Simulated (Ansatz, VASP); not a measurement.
# Al3GaN4 in VASP and in Ansatz

```
Al Ga N
1.0
     4.82186    0.00000    0.00000
     0.00000    4.82186    0.00000
     0.00000    0.00000    4.27073
Al Ga N
3 1 4
Direct
  0.50000 0.50000 0.00000
  0.50000 0.00000 0.50000
  0.00000 0.50000 0.50000
  0.00000 0.00000 0.00000
  0.74471 0.74471 0.25529
  0.74471 0.25529 0.74471
  0.25529 0.74471 0.74471
  0.25529 0.25529 0.25529
```

Alike in both runs: task single point; functional PBEsol; k mesh 6 × 6 × 6; occupations gaussian, width 0.05 eV; no spin polarisation.

```csv
,VASP,Ansatz
version,VASP 6.6.1,Ansatz 0.2.0
potentials or method,"VASP PAW PBE potentials, release 64 (Al, Ga_d, N), cutoff 520 eV","scalar-relativistic, plane waves, PAW"
valence electrons in the cell,42,42
```

Ansatz gave:

| Quantity | Value |
| --- | --- |
| gap on the k mesh at the Fermi level (eV) | 1.94 |
| least direct gap on the mesh (eV) | 1.94 |
| pressure (GPa) | -22.4 |
| traceless stress, the component that is largest in VASP (GPa) | 8.43 |
| rms of the force components (eV/Å) | 0.037 |

Problem. Which values does VASP return?

Solution. gap on the k mesh at the Fermi level (eV): 1.95; least direct gap on the mesh (eV): 1.95; pressure (GPa): -22.5; traceless stress, the component that is largest in VASP (GPa): 8.45; rms of the force components (eV/Å): 0.037.

VASP's potentials were made for PBE, not for PBEsol. Atom by atom the forces differ by 0.003 eV/Å (rms over components).
